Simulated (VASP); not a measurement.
Write the native input for VASP 6.6.1 that does the following.

```yaml
Task: density of states
Functional: RPBE
Potentials_or_basis: VASP PAW PBE potentials, release 64 (As, Ga_d)
Cutoff: 520 eV
k_mesh: 5 × 5 × 5
Occupations: fermi-dirac, width 0.05 eV
Spin: no spin polarisation
Dipole_correction: no
k_mesh_for_the_DOS: 8 × 8 × 8
Occupations_for_the_DOS: tetrahedron
Further_INCAR_settings: ALGO = Normal; EDIFF = 1e-06
```

GaAs:

```
As Ga
1.0
     0.00000    2.82685    2.82685
     2.82685    0.00000    2.82685
     2.82685    2.82685    0.00000
As Ga
1 1
Direct
  0.75000 0.75000 0.75000
  0.00000 0.00000 0.00000
```

One way to write it, as run:

POSCAR

```
GaAs
1.0
    0.0000000000      2.8268500000      2.8268500000
    2.8268500000      0.0000000000      2.8268500000
    2.8268500000      2.8268500000      0.0000000000
As Ga
1 1
Direct
    0.7500000000      0.7500000000      0.7500000000
    0.0000000000      0.0000000000      0.0000000000
```

INCAR.step1

```
SYSTEM = GaAs
PREC     = Accurate       ! precision mode
ENCUT    = 520            ! plane-wave cutoff, eV
EDIFF    = 1E-6           ! SCF threshold, eV
ISMEAR   = -1             ! smearing method
SIGMA    = 0.05           ! smearing width, eV
LREAL    = .False.        ! projectors in reciprocal space
LASPH    = .True.         ! aspherical terms in the spheres
NELM     = 60             ! most SCF steps
ALGO     = Normal         ! electronic algorithm
ISIF     = 2              ! what is computed and relaxed
LWAVE    = .False.        ! write WAVECAR
LCHARG   = .True.         ! write CHGCAR
GGA      = RP             ! functional
NBANDS   = 16             ! bands
```

KPOINTS.step1

```
Automatic mesh
0
Gamma
  5 5 5
  0 0 0
```

INCAR.step2

```
SYSTEM = GaAs
PREC     = Accurate       ! precision mode
ENCUT    = 520            ! plane-wave cutoff, eV
EDIFF    = 1E-6           ! SCF threshold, eV
ISMEAR   = -5             ! smearing method
SIGMA    = 0.05           ! smearing width, eV
LREAL    = .False.        ! projectors in reciprocal space
LASPH    = .True.         ! aspherical terms in the spheres
NELM     = 60             ! most SCF steps
ALGO     = Normal         ! electronic algorithm
ISIF     = 2              ! what is computed and relaxed
LWAVE    = .False.        ! write WAVECAR
LCHARG   = .False.        ! write CHGCAR
GGA      = RP             ! functional
LORBIT   = 10             ! projections on sites
NEDOS    = 2001           ! points of the DOS
ICHARG   = 11             ! starting density
```

KPOINTS.step2

```
Automatic mesh
0
Gamma
  8 8 8
  0 0 0
```

Potentials or basis: VASP PAW PBE potentials, release 64 (As, Ga_d).

Command:

```console
$ cat potpaw_PBE.64/As/POTCAR potpaw_PBE.64/Ga_d/POTCAR > POTCAR
$ cp INCAR.step1 INCAR
$ cp KPOINTS.step1 KPOINTS
$ mpirun -np 1 vasp_std > vasp.out
$ cp INCAR.step2 INCAR
$ cp KPOINTS.step2 KPOINTS
$ mpirun -np 1 vasp_std > vasp.out
```

Results of the run:

```json
{
 "Valence electrons inside the program's atomic spheres": "As 2.84; Ga 11.69"
}
```

It took 49 s on 1 thread of AMD EPYC 7R13 (shared host), peak memory 0.13 GiB.
